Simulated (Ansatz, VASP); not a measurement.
Two plane-wave programs on CaO

```
CELL_PARAMETERS angstrom
3.81236 0.00000 0.00000
-1.90618 3.30160 0.00000
0.00000 0.00000 5.16346
ATOMIC_POSITIONS crystal
Ca 0.33333 0.66667 0.75000
Ca 0.66667 0.33333 0.25000
O 0.33333 0.66667 0.25000
O 0.66667 0.33333 0.75000
```

Alike in both runs: task single point; functional PBE; k mesh 9 × 9 × 6; occupations gaussian, width 0.05 eV; no spin polarisation.

```csv
,VASP,Ansatz
version,VASP 6.6.1,Ansatz 0.2.0
potentials or method,"VASP PAW PBE potentials, release 64 (Ca_sv, O), cutoff 520 eV","scalar-relativistic, plane waves, PAW"
valence electrons in the cell,32,32
```

Ansatz gave:

| Property | Result |
| --- | --- |
| gap on the k mesh at the Fermi level (eV) | 3.39 |
| least direct gap on the mesh (eV) | 3.39 |
| pressure (GPa) | 4.4 |
| traceless stress, the component that is largest in VASP (GPa) | -9.38 |

Q: Estimate VASP's values.

A: gap on the k mesh at the Fermi level (eV): 3.38; least direct gap on the mesh (eV): 3.38; pressure (GPa): 5.0; traceless stress, the component that is largest in VASP (GPa): -9.78.

The functional is the same, so the differences come from potentials, cutoffs and numerics.
